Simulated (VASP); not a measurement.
Set up this calculation in VASP 6.6.1, as the native input.

- Task: single point
- Functional: revPBE
- Potentials or basis: VASP PAW PBE potentials, release 64 (Li_sv)
- Cutoff: 520 eV
- k mesh: 10 × 10 × 10
- Occupations: fermi-dirac, width 0.05 eV
- Spin: no spin polarisation
- Dipole correction: no
- Further INCAR settings: ALGO = Fast; EDIFF = 1e-06; NBANDS = 8

The structure of Li lies in POSCAR:

```
Li
1.0
    0.0000000000      2.1938025484      2.1938025484
    2.1938025484      0.0000000000      2.1938025484
    2.1938025484      2.1938025484      0.0000000000
Li
1
Direct
    0.0000000000      0.0000000000      0.0000000000
```

This isn't the form of Li at room conditions, which is bcc.

One way to write it, as run:

INCAR

```
SYSTEM = Li
ALGO = Fast ; EDIFF = 1E-6
ENCUT = 520 ; GGA = RE
ISIF = 2 ; ISMEAR = -1
LASPH = .TRUE. ; LCHARG = .FALSE.
LREAL = .FALSE. ; LWAVE = .FALSE.
NBANDS = 8 ; NELM = 100
PREC = Accurate ; SIGMA = 0.05
```

KPOINTS

```
k-points
0
G
  10 10 10
  0 0 0
```

Potentials or basis: VASP PAW PBE potentials, release 64 (Li_sv).

Run with:

```console
$ cat potpaw_PBE.64/Li_sv/POTCAR > POTCAR
$ mpirun -np 1 vasp_std > vasp.out
```

Results of the run:

* Band gap on the k mesh: zero (an odd number of electrons rules out a gap without spin polarisation)

It took 6.1 s on 1 thread of Intel Xeon 8259CL (shared host), peak memory 0.13 GiB.
